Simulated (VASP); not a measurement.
Input of a VASP 6.6.1 run:

File INCAR:

```
ALGO = Normal ; EDIFF = 1E-7
ENCUT = 520 ; GGA = PS
ISIF = 2 ; ISMEAR = 0
LASPH = True ; LCHARG = False
LREAL = False ; LWAVE = False
NBANDS = 39 ; NELM = 80
PREC = Accurate ; SIGMA = 0.1
```

The input KPOINTS:

```
k-points
0
Gamma
  8 8 8
```

The input POSCAR:

```
Zr2O
1.0
    4.8002882070      0.0000000000      0.0000000000
    0.0000000000      4.8002882070      0.0000000000
    0.0000000000      0.0000000000      4.8002882070
Zr O
4 2
Direct
    0.2500000000      0.2500000000      0.7500000000
    0.7500000000      0.2500000000      0.2500000000
    0.2500000000      0.7500000000      0.2500000000
    0.7500000000      0.7500000000      0.7500000000
    0.0000000000      0.0000000000      0.0000000000
    0.5000000000      0.5000000000      0.5000000000
```

Potentials or basis: VASP PAW PBE potentials, release 64 (Zr_sv, O).

Run with:

```console
$ cat potpaw_PBE.64/Zr_sv/POTCAR potpaw_PBE.64/O/POTCAR > POTCAR
$ mpirun -np 1 vasp_std > vasp.out
```

(1) What does it give for the pressure?

(2) Predict the band gap on the k mesh.

Results:

(1) 0.2 GPa.

(2) zero (band 30 reaches 8.90 eV, above the bottom of band 31 at 8.14 eV).

Caveat: the PAW data sets were made with another functional, which shifts forces and pressure a little.
